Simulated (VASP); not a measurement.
# NbH (Cmme) in VASP: further runs

NbH is run at these levels: LDA; tasks: electric field gradients.

Everything below comes from runs of VASP 6.6.1. Logs are shortened: lines on timing, memory, paths and dates and some standing lists are left out, and cuts for length are marked.

## (1) The cell of the first run

Symmetry: Cmme, No. 67, orthorhombic system. The conventional cell has a = 3.691 Å, b = 4.786 Å, c = 4.804 Å, α = 90.00°, β = 90.00°, γ = 90.00°. Within 2.6 Å of Nb (site symmetry mm2) lie 4 H at 1.99 Å. Within 2.4 Å of H (site symmetry 222) lie 4 H at 1.85 to 2.39 Å and 4 Nb at 1.99 Å.

## (2) Electric field gradients, LDA

INCAR reads:

```
ALGO = Normal
EDIFF = 1E-8
ENCUT = 520
GGA = CA
ISIF = 2
ISMEAR = -1
LASPH = T
LCHARG = F
LEFG = T
LREAL = F
LWAVE = F
NBANDS = 22
NELM = 80
PREC = Accurate
SIGMA = 0.03
```

KPOINTS reads:

```
k-points
0
Gamma
  11 11 7
```

POSCAR reads:

```
NbH
1.0
    1.8453665700     -2.3932005300      0.0000000000
    1.8453665700      2.3932005300      0.0000000000
    0.0000000000      0.0000000000      4.8042291500
Nb H
2 2
Direct
    0.7500000000      0.2500000000      0.2688388800
    0.2500000000      0.7500000000      0.7311611200
    0.2500000000      0.2500000000      0.0000000000
    0.7500000000      0.7500000000      0.0000000000
```

Potentials or basis: VASP PAW LDA potentials, release 64 (Nb_sv, H).

On the command line:

```
> cat potpaw_LDA.64/Nb_sv/POTCAR potpaw_LDA.64/H/POTCAR > POTCAR
> mpirun -np 1 vasp_std > vasp.out
```

OUTCAR:

```text
EDIFF = 1E-8
   ENCUT = 520
   GGA = CA
   ISIF = 2
   ISMEAR = -1
   LASPH = T
   LREAL = F
   NELM = 80
   PREC = Accurate

 ion  position               nearest neighbor table
   1  0.750  0.250  0.269-   2 2.89   2 2.89
   2  0.250  0.750  0.731-   1 2.89   1 2.89
   3  0.250  0.250  0.000-
   4  0.750  0.750  0.000-

  LATTYP: Found a base centered orthorhombic cell.
 ALAT       =     3.6907331400
 B/A-ratio  =     1.2968699926
 C/A-ratio  =     1.3017004936

  Lattice vectors:

 A1 = (   1.8453665700,  -2.3932005300,   0.0000000000)
 A2 = (   1.8453665700,   2.3932005300,   0.0000000000)
 A3 = (   0.0000000000,   0.0000000000,   4.8042291500)

Analysis of symmetry for initial positions (statically):
=====================================================================
 Subroutine PRICEL returns:
 Original cell was already a primitive cell.

 Routine SETGRP: Setting up the symmetry group for a
 base centered orthorhombic supercell.

 Subroutine GETGRP returns: Found  8 space group operations
 (whereof  4 operations were pure point group operations)
 out of a pool of  8 trial point group operations.

The static configuration has the point symmetry C_2h.
 The point group associated with its full space group is D_2h.

Analysis of symmetry for dynamics (positions and initial velocities):
=====================================================================
 Subroutine PRICEL returns:
 Original cell was already a primitive cell.

 Routine SETGRP: Setting up the symmetry group for a
 base centered orthorhombic supercell.

 Subroutine GETGRP returns: Found  8 space group operations
 (whereof  4 operations were pure point group operations)
 out of a pool of  8 trial point group operations.

The dynamic configuration has the point symmetry C_2h.
 The point group associated with its full space group is D_2h.

 Subroutine INISYM returns: Found  8 space group operations
 (whereof  4 operations are pure point group operations),
 and found     1 'primitive' translations

----------------------------------------------------------------------------------------

                                     Primitive cell

  volume of cell :      42.4341

  direct lattice vectors                    reciprocal lattice vectors
     1.845366570 -2.393200530  0.000000000     0.270948877 -0.208925242  0.000000000
     1.845366570  2.393200530  0.000000000     0.270948877  0.208925242  0.000000000
     0.000000000  0.000000000  4.804229150     0.000000000  0.000000000  0.208149938

  length of vectors
     3.022050058  3.022050058  4.804229150     0.342144780  0.342144780  0.208149938

  position of ions in fractional coordinates (direct lattice)
     0.750000000  0.250000000  0.268838880
     0.250000000  0.750000000  0.731161120
     0.250000000  0.250000000  0.000000000
     0.750000000  0.750000000  0.000000000

  ion indices of the primitive-cell ions
   primitive index   ion index
                 1           1
                 2           2
                 3           3
                 4           4

----------------------------------------------------------------------------------------

 KPOINTS: k-points

Automatic generation of k-mesh.
 Grid dimensions read from file:
 generate k-points for:   11   11    7

 Generating k-lattice:

  Cartesian coordinates                     Fractional coordinates (reciprocal lattice)
     0.024631716 -0.018993204  0.000000000     0.090909091  0.000000000  0.000000000
[... 40 lines left out ...]
 [... further k-points ...]
   k-points           NKPTS =    144   k-points in BZ     NKDIM =    144   number of bands    NBANDS=     22
   number of dos      NEDOS =    301   number of ions     NIONS =      4
   total plane-waves  NPLWV =  20736
   dimension x,y,z NGX =    24 NGY =   24 NGZ =   36
   dimension x,y,z NGXF=    48 NGYF=   48 NGZF=   72
   ions per type =               2   2
   NGX,Y,Z   is equivalent  to a cutoff of  13.20, 13.20, 12.46 a.u.
   NGXF,Y,Z  is equivalent  to a cutoff of  26.41, 26.41, 24.91 a.u.
 SYSTEM =  unknown system
   PREC   = accura    normal or accurate (medium, high low for compatibility)
   ISTART =      0    job   : 0-new  1-cont  2-samecut
   ICHARG =      2    charge: 1-file 2-atom 10-const
   ISPIN  =      1    spin polarized calculation?
   LNONCOLLINEAR =      F non collinear calculations
   LSORBIT =      F    spin-orbit coupling
   LASPH  =      T    aspherical Exc in radial PAW
   ENCUT  =  520.0 eV  38.22 Ry    6.18 a.u.   5.62  5.62  8.93*2*pi/ulx,y,z
   NELM   =     80;   NELMIN=  2; NELMDL= -5     # of ELM steps
   EDIFF  = 0.1E-07   stopping-criterion for ELM
   LREAL  =      F    real-space projection
   EDIFFG = 0.1E-06   stopping-criterion for IOM
   NSW    =      0    number of steps for IOM
   IBRION =     -1    ionic relax: 0-MD 1-quasi-New 2-CG
   NFREE  =      0    steps in history (QN), initial steepest desc. (CG)
   ISIF   =      2    stress and relaxation
   ISYM   =      2    0-nonsym 1-usesym 2-fastsym
   POTIM  = 0.5000    time-step for ionic-motion
   TEBEG  =    0.0;   TEEND  =   0.0 temperature during run
   PSTRESS=    0.0 pullay stress
   NELECT =      28.0000    total number of electrons
   NUPDOWN=      -1.0000    fix difference up-down
   EMIN   =  10.00;   EMAX   =-10.00  energy-range for DOS
   EFERMI =   0.00;   METHOD = LEGACY
   ISMEAR =    -1;   SIGMA  =   0.03  broadening in eV -4-tet -1-fermi 0-gaus
   EFERMI_NEDOS =   21; number of points for ismear=-14 and -15
   IALGO  =     38    algorithm
   IMIX   =      4    mixing-type and parameters
     AMIX     =   0.40;   BMIX     =  1.00
     AMIX_MAG =   1.60;   BMIX_MAG =  1.00
  volume/ion in A,a.u.               =      10.61        71.59
  Fermi-wavevector in a.u.,A,eV,Ry     =   1.425243  2.693319 27.637768  2.031319
  Thomas-Fermi vector in A             =   2.545648
   LORBIT       =      0    0 simple, 1 ext, 2 COOP (PROOUT), +10 PAW based schemes
   GGA     = CA    functional components
   LHFCALC =     F    Hartree Fock is set to
   AEXX    =    0.0000 exact exchange contribution
   IVDW    =     0    specifies the selected vdW correction
   LEPSILON=     F    determine dielectric tensor
   LRPA    =     F    only Hartree local field effects (RPA)
 non-spin polarized calculation
  energy-cutoff  :      520.00
  volume of cell :       42.43
 maximum number of plane-waves:      1159
   NGX = 11   NGY = 11   NGZ = 17

 number of electron      27.9999998 magnetization

 Free energy of the ion-electron system (eV)
  ---------------------------------------------------
  ext. energy  EPLUGINS =         0.00000000
  ---------------------------------------------------
  free energy    TOTEN  =       -30.33828549 eV

  energy without entropy =      -30.33544531  energy(sigma->0) =      -30.33686540

 E-fermi :  10.1646     XC(G=0): -12.3995

 val. band max:       10.1439827781   @ k =   0.2727   0.1818   0.0000
 cond. band min:      10.1832034794   @ k =  -0.1818   0.1818   0.4286
 fundamental gap:      0.0392207013
 Fermi energy:        10.1645730785

 k-point     1 :       0.0000    0.0000    0.0000
  band No.  band energies     occupation
      1     -44.7048      2.00000
      2     -44.5458      2.00000
      3     -21.3797      2.00000
      4     -20.7645      2.00000
      5     -20.4980      2.00000
      6     -20.4618      2.00000
[... 589 lines left out ...]
     21      15.7826      0.00000
     22      18.2693      0.00000

 [... further k-points ...]

------------------------ aborting loop because EDIFF is reached ----------------------------------------

  FORCE on cell =-STRESS in cart. coord.  units (eV):
  Direction    XX          YY          ZZ          XY          YZ          ZX
  --------------------------------------------------------------------------------------
  -------------------------------------------------------------------------------------
  Total       -2.6956012     -2.6074333     -2.7192215      0.0000000      0.0000000      0.0000000
  in kB     -101.7772661    -98.4483270   -102.6690907      0.0000000      0.0000000      0.0000000
  external PRESSURE =    -100.9648946 kB  Pullay stress =       0.0000000 kB

 VOLUME and BASIS-vectors are now :
 -----------------------------------------------------------------------------
  energy-cutoff  :      520.00
  volume of cell :       42.43
      direct lattice vectors                 reciprocal lattice vectors
     1.845366570 -2.393200530  0.000000000     0.270948877 -0.208925242  0.000000000
     1.845366570  2.393200530  0.000000000     0.270948877  0.208925242  0.000000000
     0.000000000  0.000000000  4.804229150     0.000000000  0.000000000  0.208149938

 POSITION                                       TOTAL-FORCE (eV/Angst)
 -----------------------------------------------------------------------------------
      1.84537     -1.19660      1.29156         0.000000      0.000000     -0.027031
      1.84537      1.19660      3.51267        -0.000000      0.000000      0.027031
      0.92268      0.00000      0.00000        -0.000000     -0.000000      0.000000
      2.76805      0.00000      0.00000        -0.000000      0.000000      0.000000
 -----------------------------------------------------------------------------------
    total drift:                                0.000000      0.000000      0.000000

  FREE ENERGIE OF THE ION-ELECTRON SYSTEM (eV)
  ---------------------------------------------------
  free  energy   TOTEN  =       -30.3382854900 eV

  energy  without entropy=      -30.3354453149  energy(sigma->0) =      -30.33686540

 Electric field gradients (V/A^2)
---------------------------------------------------------------------
 ion       V_xx      V_yy      V_zz      V_xy      V_xz      V_yz
---------------------------------------------------------------------
   1       7.681    -9.022     1.341     0.000    -0.000    -0.000
   2       7.681    -9.022     1.341    -0.000    -0.000    -0.000
   3      -1.365     0.131     1.235    -0.000    -0.000    -0.000
   4      -1.365     0.131     1.235     0.000    -0.000     0.000
---------------------------------------------------------------------

 Electric field gradients after diagonalization (V/A^2)
 (convention: |V_zz| > |V_xx| > |V_yy|)
----------------------------------------------------------------------
 ion       V_xx      V_yy      V_zz     asymmetry (V_yy - V_xx)/ V_zz
----------------------------------------------------------------------
   1       7.681     1.341    -9.022       0.703
   2       7.681     1.341    -9.022       0.703
   3       1.235     0.131    -1.365       0.808
   4       1.235     0.131    -1.365       0.808
----------------------------------------------------------------------

           NMR quadrupolar parameters

 Cq : quadrupolar parameter    Cq=e*Q*V_zz/h
 eta: asymmetry parameters     (V_yy - V_xx)/ V_zz
 Q  : nuclear electric quadrupole moment in mb (millibarn)
----------------------------------------------------------------------
 ion       Cq(MHz)       eta       Q (mb)
----------------------------------------------------------------------
   1      -0.022       0.703       1.000
   2      -0.022       0.703       1.000
   3      -0.003       0.808       1.000
   4      -0.003       0.808       1.000
----------------------------------------------------------------------
```

It took 67 s on 1 thread of Intel Xeon Platinum 8488C (Sapphire Rapids), shared host; peak memory 0.22 GiB.

Results:

```yaml
Free_energy: -30.3383 eV
Pressure: -10.1 GPa
Largest_force: 0.027 eV/Å
Band_gap_on_the_k_mesh: zero (band 14 reaches 12.04 eV, above the bottom of band 15 at 9.58 eV)
```

Forces in eV/Å, atoms in the order of the input:
```
Nb   0.000  0.000 -0.027
Nb   0.000  0.000  0.027
H    0.000  0.000  0.000
H    0.000  0.000  0.000
```

Electric field gradients, principal values (V/Å²):
| atom | least | middle | greatest (by size) |
| --- | --- | --- | --- |
| 1 Nb | 1.341 | 7.681 | -9.022 |
| 2 Nb | 1.341 | 7.681 | -9.022 |
| 3 H | 0.131 | 1.235 | -1.365 |
| 4 H | 0.131 | 1.235 | -1.365 |

Caveat: without QUAD_EFG the Cq values of the log hold for a quadrupole moment of 1 mb, not for the nuclei.

## (3) Electric field gradients, LDA

INCAR reads:

```
ALGO     = Normal         # electronic algorithm
EDIFF    = 1E-8           # SCF threshold, eV
ENCUT    = 520            # plane-wave cutoff, eV
ISIF     = 2              # what is computed and relaxed
ISMEAR   = -1             # smearing method
LASPH    = T              # aspherical terms in the spheres
LCHARG   = F              # write CHGCAR
LEFG     = T            
LREAL    = F              # projectors in reciprocal space
LWAVE    = F              # write WAVECAR
NBANDS   = 22             # bands
NELM     = 80             # most SCF steps
PREC     = Accurate       # precision mode
SIGMA    = 0.03           # smearing width, eV
```

KPOINTS is that of step 2.

POSCAR is that of step 2.

Potentials or basis: VASP PAW LDA potentials, release 64 (Nb_sv, H).

On the command line:

```
> cat potpaw_LDA.64/Nb_sv/POTCAR potpaw_LDA.64/H/POTCAR > POTCAR
> mpirun -np 1 vasp_std > vasp.out
```

OUTCAR:

```text
EDIFF = 1E-8
   ENCUT = 520
   ISIF = 2
   ISMEAR = -1
   LASPH = T
   LREAL = F
   NELM = 80
   PREC = Accurate

 ion  position               nearest neighbor table
   1  0.750  0.250  0.269-   2 2.89   2 2.89
   2  0.250  0.750  0.731-   1 2.89   1 2.89
   3  0.250  0.250  0.000-
   4  0.750  0.750  0.000-

  LATTYP: Found a base centered orthorhombic cell.
 ALAT       =     3.6907331400
 B/A-ratio  =     1.2968699926
 C/A-ratio  =     1.3017004936

  Lattice vectors:

 A1 = (   1.8453665700,  -2.3932005300,   0.0000000000)
 A2 = (   1.8453665700,   2.3932005300,   0.0000000000)
 A3 = (   0.0000000000,   0.0000000000,   4.8042291500)

Analysis of symmetry for initial positions (statically):
=====================================================================
 Subroutine PRICEL returns:
 Original cell was already a primitive cell.

 Routine SETGRP: Setting up the symmetry group for a
 base centered orthorhombic supercell.

[... 801 lines left out ...]
      1.84537     -1.19660      1.29156         0.000000      0.000000     -0.027031
      1.84537      1.19660      3.51267        -0.000000      0.000000      0.027031
      0.92268      0.00000      0.00000        -0.000000     -0.000000      0.000000
      2.76805      0.00000      0.00000        -0.000000      0.000000      0.000000
 -----------------------------------------------------------------------------------
    total drift:                                0.000000      0.000000      0.000000

  FREE ENERGIE OF THE ION-ELECTRON SYSTEM (eV)
  ---------------------------------------------------
  free  energy   TOTEN  =       -30.3382854900 eV

  energy  without entropy=      -30.3354453149  energy(sigma->0) =      -30.33686540

 Electric field gradients (V/A^2)
---------------------------------------------------------------------
 ion       V_xx      V_yy      V_zz      V_xy      V_xz      V_yz
---------------------------------------------------------------------
   1       7.681    -9.022     1.341     0.000    -0.000    -0.000
   2       7.681    -9.022     1.341    -0.000    -0.000    -0.000
   3      -1.365     0.131     1.235    -0.000    -0.000    -0.000
   4      -1.365     0.131     1.235     0.000    -0.000     0.000
---------------------------------------------------------------------

 Electric field gradients after diagonalization (V/A^2)
 (convention: |V_zz| > |V_xx| > |V_yy|)
----------------------------------------------------------------------
 ion       V_xx      V_yy      V_zz     asymmetry (V_yy - V_xx)/ V_zz
----------------------------------------------------------------------
   1       7.681     1.341    -9.022       0.703
   2       7.681     1.341    -9.022       0.703
   3       1.235     0.131    -1.365       0.808
   4       1.235     0.131    -1.365       0.808
----------------------------------------------------------------------

           NMR quadrupolar parameters

 Cq : quadrupolar parameter    Cq=e*Q*V_zz/h
 eta: asymmetry parameters     (V_yy - V_xx)/ V_zz
 Q  : nuclear electric quadrupole moment in mb (millibarn)
----------------------------------------------------------------------
 ion       Cq(MHz)       eta       Q (mb)
----------------------------------------------------------------------
   1      -0.022       0.703       1.000
   2      -0.022       0.703       1.000
   3      -0.003       0.808       1.000
   4      -0.003       0.808       1.000
----------------------------------------------------------------------
```

stdout:

```text
POSCAR found type information on POSCAR NbH
 POSCAR found :  2 types and       4 ions
 scaLAPACK will be used
 LDA part: xc-table for (Slater(with rela. corr.)+CA(PZ))
 , standard interpolation
 POSCAR, INCAR and KPOINTS ok, starting setup
 FFT: planning ... GRIDC
 FFT: planning ... GRID_SOFT
 FFT: planning ... GRID
 WAVECAR not read
 entering main loop
ion   1

ion   2

ion   3

ion   4
```

Run time: 67 s. Hardware: 1 thread of Intel Xeon Platinum 8488C (Sapphire Rapids), shared host; peak memory 0.22 GiB.

What came out:

- Free energy: -30.3383 eV
- Pressure: -10.1 GPa
- Largest force: 0.027 eV/Å
- Band gap on the k mesh: zero (band 14 reaches 12.04 eV, above the bottom of band 15 at 9.58 eV)

Forces in eV/Å, atoms in the order of the input:
```
Nb   0.000  0.000 -0.027
Nb   0.000  0.000  0.027
H    0.000  0.000  0.000
H    0.000  0.000  0.000
```

Levels at points of the mesh, in eV from the Fermi level:
```csv
k point,band 10,band 11,band 12,band 13,band 14,band 15,band 16,band 17,band 18,band 19
"(0.00, 0.00, 0.00)",-4.60,-4.08,-1.49,-0.86,-0.78,0.36,0.98,2.58,2.59,2.61
```

Electric field gradients, principal values (V/Å²):
```tsv
atom	least	middle	greatest (by size)
1 Nb	1.341	7.681	-9.022
2 Nb	1.341	7.681	-9.022
3 H	0.131	1.235	-1.365
4 H	0.131	1.235	-1.365
```

Caveat: without QUAD_EFG the Cq values of the log hold for a quadrupole moment of 1 mb, not for the nuclei.
